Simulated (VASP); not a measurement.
Runs of VASP 6.6.1 on BAs. The structure is that of space group F-43m (No. 216), or close to it. The cells are those of the table. 

```tsv
cell	k mesh	smearing	gap on the mesh (eV)	pressure (GPa)
a = 3.401, b = 3.401, c = 3.450 Å, angles 59.5, 59.5, 61.0°, 2 atoms	10 × 10 × 10	fermi-dirac 0.02 eV	0.79	-1.3
a = 3.374, b = 3.374, c = 3.349 Å, angles 60.2, 60.2, 59.5°, 2 atoms	10 × 10 × 10	fermi-dirac 0.02 eV	1.05	5.1
a = 3.401, b = 3.401, c = 3.450 Å, angles 59.5, 59.5, 61.0°, 2 atoms	6 × 6 × 6	gaussian 0.01 eV	0.88	-1.3
a = 3.365, b = 3.365, c = 3.315 Å, angles 60.5, 60.5, 59.0°, 2 atoms	10 × 10 × 10	fermi-dirac 0.02 eV	0.92	(b)
a = 3.356, b = 3.356, c = 3.281 Å, angles 60.7, 60.7, 58.5°, 2 atoms	10 × 10 × 10	fermi-dirac 0.02 eV	0.79	(a)
```

Alike in all rows: task single point; level PBE; potentials or basis VASP PAW PBE potentials, release 64 (B, As); no spin polarisation; cutoff (eV) 520.

**Question.** Estimate the missing entries.

**Answer.** (a) 10.2; (b) 7.6.

A k mesh can miss the band edges, and the runs leave out spin-orbit coupling on As.
